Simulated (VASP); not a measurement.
# C in VASP: single point with PBE+D3(BJ)

Aim: the single point of C with PBE+D3(BJ).

Everything below comes from runs of VASP 6.6.1. Logs are shortened: lines on timing, memory, paths and dates and some standing lists are left out, and cuts for length are marked.

## Step 1: The cell of the first run

The cell holds a slab with vacuum, 4 atoms: a = 2.466 Å, b = 2.466 Å, c = 17.500 Å, α = 90.00°, β = 90.00°, γ = 120.00°.

## Step 2: Single point, PBE+D3(BJ) (layers slid over each other, then relaxed in part)

INCAR reads:

```
PREC = Accurate
ENCUT = 520
EDIFF = 1E-6
ISMEAR = 0
SIGMA = 0.1
LREAL = F
LASPH = T
NELM = 80
ALGO = Normal
ISIF = 2
LWAVE = F
LCHARG = F
LDIPOL = T
IDIPOL = 3
DIPOL = 0.5 0.5 0.355
GGA = PE
IVDW = 12
NBANDS = 16
```

KPOINTS reads:

```
Automatic mesh
0
Gamma
  15 15 1
```

POSCAR reads:

```
C
1.0
    2.4657189577      0.0000000000      0.0000000000
   -1.2328594788      2.1353752560      0.0000000000
    0.0000000000      0.0000000000     17.5000000000
C
4
Direct
    0.3333333333      0.6666666667      0.2571406130
    0.6666666667      0.3333333334      0.2571358414
    0.6666666667      0.8333333334      0.4523831770
    0.3333333333      1.1666666666      0.4523831435
```

Potentials or basis: VASP PAW PBE potentials, release 64 (C).

On the command line:

```
$ cat potpaw_PBE.64/C/POTCAR > POTCAR
$ mpirun -np 1 vasp_std > vasp.out
```

OUTCAR:

```text
PREC = Accurate
   ENCUT = 520
   EDIFF = 1E-6
   ISMEAR = 0
   LREAL = F
   LASPH = T
   NELM = 80
   ISIF = 2
   GGA = PE
   IVDW = 12
 IVDW          = 12

 ion  position               nearest neighbor table
   1  0.333  0.667  0.257-   2 1.42   2 1.42   2 1.42
   2  0.667  0.333  0.257-   1 1.42   1 1.42   1 1.42
   3  0.667  0.833  0.452-   4 1.42   4 1.42   4 1.42
   4  0.333  0.167  0.452-   3 1.42   3 1.42   3 1.42

  LATTYP: Found a hexagonal cell.
 ALAT       =     2.4657189577
 C/A-ratio  =     7.0973214305

  Lattice vectors:

 A1 = (   2.4657189577,   0.0000000000,   0.0000000000)
 A2 = (  -1.2328594788,   2.1353752560,   0.0000000000)
 A3 = (   0.0000000000,   0.0000000000,  17.5000000000)

Analysis of symmetry for initial positions (statically):
=====================================================================
 Subroutine PRICEL returns:
 Original cell was already a primitive cell.

 Routine SETGRP: Setting up the symmetry group for a
 hexagonal supercell.

 Subroutine GETGRP returns: Found  8 space group operations
 (whereof  4 operations were pure point group operations)
 out of a pool of 24 trial point group operations.

The static configuration has the point symmetry C_2v.
 The point group associated with its full space group is D_2h.

Analysis of symmetry for dynamics (positions and initial velocities):
=====================================================================
 Subroutine PRICEL returns:
 Original cell was already a primitive cell.

 Routine SETGRP: Setting up the symmetry group for a
 hexagonal supercell.

 Subroutine GETGRP returns: Found  8 space group operations
 (whereof  4 operations were pure point group operations)
 out of a pool of 24 trial point group operations.

The dynamic configuration has the point symmetry C_2v.
 The point group associated with its full space group is D_2h.

 Subroutine INISYM returns: Found  8 space group operations
 (whereof  4 operations are pure point group operations),
 and found     1 'primitive' translations

----------------------------------------------------------------------------------------

                                     Primitive cell

  volume of cell :      92.1416

  direct lattice vectors                    reciprocal lattice vectors
     2.465718958  0.000000000  0.000000000     0.405561225  0.234150882  0.000000000
    -1.232859479  2.135375256  0.000000000     0.000000000  0.468301764  0.000000000
     0.000000000  0.000000000 17.500000000     0.000000000  0.000000000  0.057142857

  length of vectors
     2.465718958  2.465718958 17.500000000     0.468301764  0.468301764  0.057142857

  position of ions in fractional coordinates (direct lattice)
     0.333333333  0.666666667  0.257140613
     0.666666667  0.333333333  0.257135841
     0.666666667  0.833333333  0.452383177
     0.333333333  0.166666667  0.452383144

  ion indices of the primitive-cell ions
   primitive index   ion index
                 1           1
                 2           2
                 3           3
                 4           4

----------------------------------------------------------------------------------------

 KPOINTS: Automatic mesh

Automatic generation of k-mesh.
 Grid dimensions read from file:
 generate k-points for:   15   15    1

 Generating k-lattice:

  Cartesian coordinates                     Fractional coordinates (reciprocal lattice)
     0.027037415  0.015610059  0.000000000     0.066666667  0.000000000  0.000000000
     0.000000000  0.031220118  0.000000000     0.000000000  0.066666667  0.000000000
     0.000000000  0.000000000  0.057142857     0.000000000  0.000000000  1.000000000

  Length of vectors
     0.031220118  0.031220118  0.057142857

  Shift w.r.t. Gamma in fractional coordinates (k-lattice)
     0.000000000  0.000000000  0.000000000

 Subroutine IBZKPT returns following result:
 ===========================================

 Found     64 irreducible k-points:

 Following reciprocal coordinates:
            Coordinates               Weight
  0.000000  0.000000  0.000000      1.000000
  0.066667  0.000000  0.000000      2.000000
  0.000000  0.066667  0.000000      4.000000
  0.133333  0.000000  0.000000      2.000000
  0.000000  0.133333  0.000000      4.000000
  0.200000  0.000000  0.000000      2.000000
[... 16 lines left out ...]
 -0.266667  0.200000  0.000000      4.000000
  0.266667  0.066667  0.000000      4.000000
 [... further k-points ...]
   k-points           NKPTS =     64   k-points in BZ     NKDIM =     64   number of bands    NBANDS=     16
   number of dos      NEDOS =    301   number of ions     NIONS =      4
   total plane-waves  NPLWV =  45360
   dimension x,y,z NGX =    18 NGY =   18 NGZ =  140
   dimension x,y,z NGXF=    36 NGYF=   36 NGZF=  280
   ions per type =               4
   NGX,Y,Z   is equivalent  to a cutoff of  12.14, 12.14, 13.30 a.u.
   NGXF,Y,Z  is equivalent  to a cutoff of  24.27, 24.27, 26.60 a.u.
 SYSTEM =  unknown system
   PREC   = accura    normal or accurate (medium, high low for compatibility)
   ISTART =      0    job   : 0-new  1-cont  2-samecut
   ICHARG =      2    charge: 1-file 2-atom 10-const
   ISPIN  =      1    spin polarized calculation?
   LNONCOLLINEAR =      F non collinear calculations
   LSORBIT =      F    spin-orbit coupling
   LASPH  =      T    aspherical Exc in radial PAW
   ENCUT  =  520.0 eV  38.22 Ry    6.18 a.u.   4.58  4.58 32.54*2*pi/ulx,y,z
   NELM   =     80;   NELMIN=  2; NELMDL= -5     # of ELM steps
   EDIFF  = 0.1E-05   stopping-criterion for ELM
   LREAL  =      F    real-space projection
   EDIFFG = 0.1E-04   stopping-criterion for IOM
   NSW    =      0    number of steps for IOM
   IBRION =     -1    ionic relax: 0-MD 1-quasi-New 2-CG
   NFREE  =      0    steps in history (QN), initial steepest desc. (CG)
   ISIF   =      2    stress and relaxation
   ISYM   =      2    0-nonsym 1-usesym 2-fastsym
   POTIM  = 0.5000    time-step for ionic-motion
   TEBEG  =    0.0;   TEEND  =   0.0 temperature during run
   PSTRESS=    0.0 pullay stress
   NELECT =      16.0000    total number of electrons
   NUPDOWN=      -1.0000    fix difference up-down
   EMIN   =  10.00;   EMAX   =-10.00  energy-range for DOS
   EFERMI =   0.00;   METHOD = LEGACY
   ISMEAR =     0;   SIGMA  =   0.10  broadening in eV -4-tet -1-fermi 0-gaus
   EFERMI_NEDOS =   21; number of points for ismear=-14 and -15
   IALGO  =     38    algorithm
   IMIX   =      4    mixing-type and parameters
     AMIX     =   0.40;   BMIX     =  1.00
     AMIX_MAG =   1.60;   BMIX_MAG =  1.00
  volume/ion in A,a.u.               =      23.04       155.45
  Fermi-wavevector in a.u.,A,eV,Ry     =   0.913334  1.725951 11.349690  0.834179
  Thomas-Fermi vector in A             =   2.037833
   LORBIT       =      0    0 simple, 1 ext, 2 COOP (PROOUT), +10 PAW based schemes
   GGA     = PE    functional components
   LHFCALC =     F    Hartree Fock is set to
   AEXX    =    0.0000 exact exchange contribution
   IVDW    =    12    specifies the selected vdW correction
   LEPSILON=     F    determine dielectric tensor
   LRPA    =     F    only Hartree local field effects (RPA)
 non-spin polarized calculation
 Gauss-broadening in eV      SIGMA  =   0.10
  energy-cutoff  :      520.00
  volume of cell :       92.14
 maximum number of plane-waves:      2521
   NGX =  9   NGY =  9   NGZ = 65

 dipolmoment           0.000000      0.000000      0.000030 electrons x Angstroem

 number of electron      15.9999996 magnetization

 dipolmoment           0.000000      0.000000     -0.000325 electrons x Angstroem

 Free energy of the ion-electron system (eV)
  ---------------------------------------------------
  ext. energy  EPLUGINS =         0.00000000
  ---------------------------------------------------
  free energy    TOTEN  =       -36.87722034 eV

  energy without entropy =      -36.87685934  energy(sigma->0) =      -36.87703984

 E-fermi :  -0.8383     XC(G=0):  -4.4442

 val. band max:       -0.9394399058   @ k =   0.3333   0.3333   0.0000
 cond. band min:      -0.7372232596   @ k =   0.3333   0.3333   0.0000
 fundamental gap:      0.2022166462
 Fermi energy:        -0.8383271935

 k-point     1 :       0.0000    0.0000    0.0000
  band No.  band energies     occupation
      1     -20.4134      2.00000
      2     -20.2827      2.00000
      3      -8.8796      2.00000
      4      -7.9909      2.00000
      5      -3.8728      2.00000
      6      -3.8690      2.00000
[... 8 lines left out ...]
     15       7.4790      0.00000
     16       7.4948      0.00000

 k-point     2 :       0.0667    0.0000    0.0000
  band No.  band energies     occupation
      1     -20.3079      2.00000
      2     -20.1780      2.00000
      3      -8.7526      2.00000
      4      -7.8674      2.00000
      5      -4.2950      2.00000
      6      -4.2844      2.00000
[... 8 lines left out ...]
     15       7.5445      0.00000
     16       7.9163      0.00000

 k-point     3 :       0.0000    0.0667    0.0000
  band No.  band energies     occupation
      1     -20.3079      2.00000
      2     -20.1780      2.00000
      3      -8.7525      2.00000
      4      -7.8676      2.00000
      5      -4.2969      2.00000
      6      -4.2820      2.00000
[... 8 lines left out ...]
     15       7.5573      0.00000
     16       7.9407      0.00000
[... 362 lines left out ...]
 k-point    23 :      -0.2667    0.2000    0.0000
  band No.  band energies     occupation
      1     -19.0519      2.00000
      2     -18.9321      2.00000
      3      -7.8598      2.00000
      4      -7.8244      2.00000
      5      -7.2542      2.00000
      6      -6.4198      2.00000
[... 8 lines left out ...]
     15       7.5321      0.00000
     16       7.7712      0.00000

 k-point    24 :       0.2667    0.0667    0.0000
  band No.  band energies     occupation
      1     -18.2266      2.00000
      2     -18.1128      2.00000
      3      -9.5829      2.00000
      4      -9.5345      2.00000
      5      -6.6820      2.00000
      6      -6.6570      2.00000
[... 8 lines left out ...]
     15       7.5457      0.00000
     16       8.5698      0.00000

 [... further k-points ...]

------------------------ aborting loop because EDIFF is reached ----------------------------------------

 vacuum level on the upper side and lower side of the slab       (xc-potential included)        -0.166        -0.155

 Edisp (eV)   -0.47355

 E8    (eV) :    -0.1413

  FORCE on cell =-STRESS in cart. coord.  units (eV):
  Direction    XX          YY          ZZ          XY          YZ          ZX
  --------------------------------------------------------------------------------------
  -------------------------------------------------------------------------------------
  Total       0.09855     0.12544    -0.02531    -0.02329     0.00000     0.00000
  in kB       1.71353     2.18121    -0.44003    -0.40502     0.00000     0.00000
  external pressure =        1.15 kB  Pullay stress =        0.00 kB

 VOLUME and BASIS-vectors are now :
 -----------------------------------------------------------------------------
  energy-cutoff  :      520.00
  volume of cell :       92.14
      direct lattice vectors                 reciprocal lattice vectors
     2.465718958  0.000000000  0.000000000     0.405561225  0.234150882  0.000000000
    -1.232859479  2.135375256  0.000000000     0.000000000  0.468301764  0.000000000
     0.000000000  0.000000000 17.500000000     0.000000000  0.000000000  0.057142857

 POSITION                                       TOTAL-FORCE (eV/Angst)
 -----------------------------------------------------------------------------------
     -0.00000      1.42358      4.49996         0.001893      0.001093     -0.000052
      1.23286      0.71179      4.49988        -0.001893     -0.001093     -0.000052
      0.61643      1.77948      7.91671        -0.001893     -0.001093      0.000052
      0.61643      0.35590      7.91671         0.001893      0.001093      0.000052
 -----------------------------------------------------------------------------------
    total drift:                                0.000009      0.000005     -0.074491

  FREE ENERGIE OF THE ION-ELECTRON SYSTEM (eV)
  ---------------------------------------------------
  free  energy   TOTEN  =       -37.3507739401 eV

  energy  without entropy=      -37.3504129414  energy(sigma->0) =      -37.35059344

 vacuum level on the upper side and lower side of the slab         3.367         3.379
```

Wall time 2.7 min (1 thread of Intel Xeon 8259CL, shared host); peak memory 0.24 GiB.

Results:

| Quantity | Value |
| --- | --- |
| Free energy | -37.3508 eV |
| Dispersion energy per atom | -0.118 eV |

Forces on the atoms (eV/Å):
```
C    0.002  0.001  0.000
C   -0.002 -0.001  0.000
C   -0.002 -0.001  0.000
C    0.002  0.001  0.000
```

Caveat: the cell differs from its parent crystal (layers slid over each other, then relaxed in part).
